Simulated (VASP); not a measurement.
# MgSi2N2 (P-3m1) in VASP: further runs, part 2 of 2

VASP 6.6.1.

**3. Single point, PBE**

This run uses another cell than the first one: it holds 10 atoms, not 5.

File INCAR:

```
SYSTEM = MgSi2N2
PREC = Accurate ; ENCUT = 840
EDIFF = 1E-6 ; ISMEAR = 0
SIGMA = 0.2 ; LREAL = .False.
LASPH = .True. ; NELM = 120
ALGO = Normal ; ISIF = 2
LWAVE = .False. ; LCHARG = .False.
GGA = PE ; NBANDS = 39
GGA_COMPAT = .False.
```

File KPOINTS:

```
regular mesh
0
Gamma
  6 6 2
  0 0 0
```

File POSCAR:

```
MgSi2N2
1.0
    3.3893181609      0.0000000000      0.0000000000
   -1.6946590804      2.9352356288      0.0000000000
    0.0000000000      0.0000000000     13.9527772268
Mg Si N
2 4 4
Direct
    0.0000000000      0.0000000000      0.5000000000
    0.0000000000      0.0000000000      0.0000000000
    0.3333333333      0.6666666667      0.1979281305
    0.3333333333      0.6666666667      0.6979281305
    0.6666666667      0.3333333333      0.3020718695
    0.6666666667      0.3333333333      0.8020718695
    0.3333333333      0.6666666667      0.0815386898
    0.3333333333      0.6666666667      0.5815386898
    0.6666666667      0.3333333333      0.4184613102
    0.6666666667      0.3333333333      0.9184613102
```

Potentials or basis: VASP PAW PBE potentials, release 64 (Mg_sv, Si, N).

Started as:

```
cat potpaw_PBE.64/Mg_sv/POTCAR potpaw_PBE.64/Si/POTCAR potpaw_PBE.64/N/POTCAR > POTCAR
mpirun -np 1 vasp_std > vasp.out
```

OUTCAR:

```text
SYSTEM = MgSi2N2
   PREC = Accurate
   ENCUT = 840
   EDIFF = 1E-6
   ISMEAR = 0
   LREAL = .False.
   LASPH = .True.
   NELM = 120
   ISIF = 2
   GGA = PE

 ion  position               nearest neighbor table
   1  0.000  0.000  0.500-
   2  0.000  0.000  0.000-
   3  0.333  0.667  0.198-   7 1.62   5 2.44   5 2.44   5 2.44
   4  0.333  0.667  0.698-   8 1.62   6 2.44   6 2.44   6 2.44
   5  0.667  0.333  0.302-   9 1.62   3 2.44   3 2.44   3 2.44
   6  0.667  0.333  0.802-  10 1.62   4 2.44   4 2.44   4 2.44
   7  0.333  0.667  0.082-   3 1.62
   8  0.333  0.667  0.582-   4 1.62
   9  0.667  0.333  0.418-   5 1.62
  10  0.667  0.333  0.918-   6 1.62
[... 7 lines left out ...]
 A1 = (   3.3893181609,   0.0000000000,   0.0000000000)
 A2 = (  -1.6946590804,   2.9352356288,   0.0000000000)
 A3 = (   0.0000000000,   0.0000000000,  13.9527772268)

Analysis of symmetry for initial positions (statically):
=====================================================================
 Subroutine PRICEL returns following result:

  LATTYP: Found a hexagonal cell.
 ALAT       =     3.3893181609
 C/A-ratio  =     2.0583457445
[... 195 lines left out ...]
      3     -35.9949      2.00000
      4     -35.9949      2.00000
      5     -35.9554      2.00000
      6     -35.9554      2.00000
[... 577 lines left out ...]
     38      13.1456      0.00000
     39      14.2164      0.00000

------------------------ aborting loop because EDIFF is reached ----------------------------------------

  FORCE on cell =-STRESS in cart. coord.  units (eV):
  Direction    XX          YY          ZZ          XY          YZ          ZX
  --------------------------------------------------------------------------------------
  -------------------------------------------------------------------------------------
  Total        0.1560889      0.1560889      0.2725257      0.0000000      0.0000000     -0.0000000
  in kB        1.8016339      1.8016339      3.1455902      0.0000000      0.0000000     -0.0000000
  external PRESSURE =       2.2496193 kB  Pullay stress =       0.0000000 kB

 VOLUME and BASIS-vectors are now :
 -----------------------------------------------------------------------------
  energy-cutoff  :      840.00
  volume of cell :      138.81
      direct lattice vectors                 reciprocal lattice vectors
     3.389318161  0.000000000  0.000000000     0.295044594  0.170344076  0.000000000
    -1.694659080  2.935235629  0.000000000     0.000000000  0.340688151  0.000000000
     0.000000000  0.000000000 13.952777227     0.000000000  0.000000000  0.071670319

 POSITION                                       TOTAL-FORCE (eV/Angst)
 -----------------------------------------------------------------------------------
      0.00000      0.00000      6.97639        -0.000000     -0.000000     -0.000000
      0.00000      0.00000      0.00000        -0.000000     -0.000000     -0.000000
     -0.00000      1.95682      2.76165        -0.000000      0.000000      0.130923
     -0.00000      1.95682      9.73804         0.000000     -0.000000      0.130923
      1.69466      0.97841      4.21474        -0.000000     -0.000000     -0.130923
      1.69466      0.97841     11.19113         0.000000     -0.000000     -0.130923
     -0.00000      1.95682      1.13769        -0.000000     -0.000000     -0.087926
     -0.00000      1.95682      8.11408         0.000000     -0.000000     -0.087926
      1.69466      0.97841      5.83870        -0.000000      0.000000      0.087926
      1.69466      0.97841     12.81509         0.000000      0.000000      0.087926
 -----------------------------------------------------------------------------------
    total drift:                               -0.000000      0.000000      0.000000

  FREE ENERGIE OF THE ION-ELECTRON SYSTEM (eV)
  ---------------------------------------------------
  free  energy   TOTEN  =       -59.4119288867 eV

  energy  without entropy=      -59.3518354715  energy(sigma->0) =      -59.38188218
```

It took 2.4 min on 1 thread of Intel Xeon Platinum 8259CL at 2.50GHz (Skylake/Cascade Lake), shared host; peak memory 0.44 GiB.

Results:

```
Free energy            : -59.4119 eV
Pressure               : 0.2 GPa
Largest force          : 0.131 eV/Å
Band gap on the k mesh : zero (bands 28 and 29 overlap by 2.74 eV)
```

Forces on the atoms (eV/Å):
```
Mg   0.000  0.000  0.000
Mg   0.000  0.000  0.000
Si   0.000  0.000  0.131
Si   0.000  0.000  0.131
Si   0.000  0.000 -0.131
Si   0.000  0.000 -0.131
N    0.000  0.000 -0.088
N    0.000  0.000 -0.088
N    0.000  0.000  0.088
N    0.000  0.000  0.088
```

Stress tensor (GPa, compression positive):
```
0.18 0.00 0.00
0.00 0.18 0.00
0.00 0.00 0.31
```

Levels at points of the mesh, in eV from the Fermi level:
```
           k point  band 24  band 25  band 26  band 27  band 28  band 29  band 30  band 31  band 32  band 33
(0.00, 0.00, 0.00)    -0.46    -0.26    -0.26     0.80     1.87     2.96     2.96     3.06     3.06     5.58
(0.50, 0.00, 0.00)    -1.67    -1.47    -1.30    -1.29    -0.71     1.03     1.41     2.98     3.01     3.90
(0.00, 0.00, 0.50)    -0.34    -0.34    -0.34     1.39     1.39     3.01     3.01     3.01     3.01     5.81
(0.50, 0.00, 0.50)    -1.70    -1.34    -1.34    -0.95    -0.95     1.23     1.23     2.98     2.98     3.76
```
